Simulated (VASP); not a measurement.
Wanted: the native input for a VASP 6.6.1 run.

| Quantity | Value |
| --- | --- |
| Task | single point |
| Functional | PBE |
| Potentials or basis | VASP PAW PBE potentials, release 64 (Sb, Bi_d, S) |
| Cutoff | 520 eV |
| k mesh | 6 × 6 × 4 |
| Occupations | gaussian, width 0.1 eV |
| Spin | no spin polarisation |
| Dipole correction | no |
| Further INCAR settings | ALGO = Normal; EDIFF = 1e-07; NBANDS = 20 |

The structure of BiSbS lies in POSCAR:

```
BiSbS
1.0
    5.1080097767      0.0000000032      0.0000000000
   -2.5540048911      4.4236662278      0.0000000000
    0.0000000000      0.0000000000      3.4926114641
Sb Bi S
1 1 1
Direct
    0.3333333333      0.6666666667      0.5000000000
    0.6666666667      0.3333333333      0.5000000000
    0.0000000000      0.0000000000      0.0000000000
```

The input as run:

INCAR

```
SYSTEM = BiSbS
ALGO = Normal
EDIFF = 1E-7
ENCUT = 520
GGA = PE
ISIF = 2
ISMEAR = 0
LASPH = .True.
LCHARG = .False.
LREAL = .False.
LWAVE = .False.
NBANDS = 20
NELM = 80
PREC = Accurate
SIGMA = 0.1
```

KPOINTS

```
k-points
0
Gamma
  6 6 4
  0 0 0
```

Potentials or basis: VASP PAW PBE potentials, release 64 (Sb, Bi_d, S).

Run with:

```sh
$ cat potpaw_PBE.64/Sb/POTCAR potpaw_PBE.64/Bi_d/POTCAR potpaw_PBE.64/S/POTCAR > POTCAR
$ mpirun -np 1 vasp_std > vasp.out
```

Results of the run:

```yaml
Pressure: -0.1 GPa
Band_gap_on_the_k_mesh: zero (band 13 reaches 8.52 eV, above the bottom of band 14 at 5.08 eV)
```

Caveat: the k points lie up to 0.45 Å⁻¹ apart; spin-orbit coupling is left out, which moves the levels of the heavy elements.

Wall time 44 s on 1 thread of AMD EPYC 7R43 64-Core Processor (Zen 3), on a shared host, peak memory 0.18 GiB.
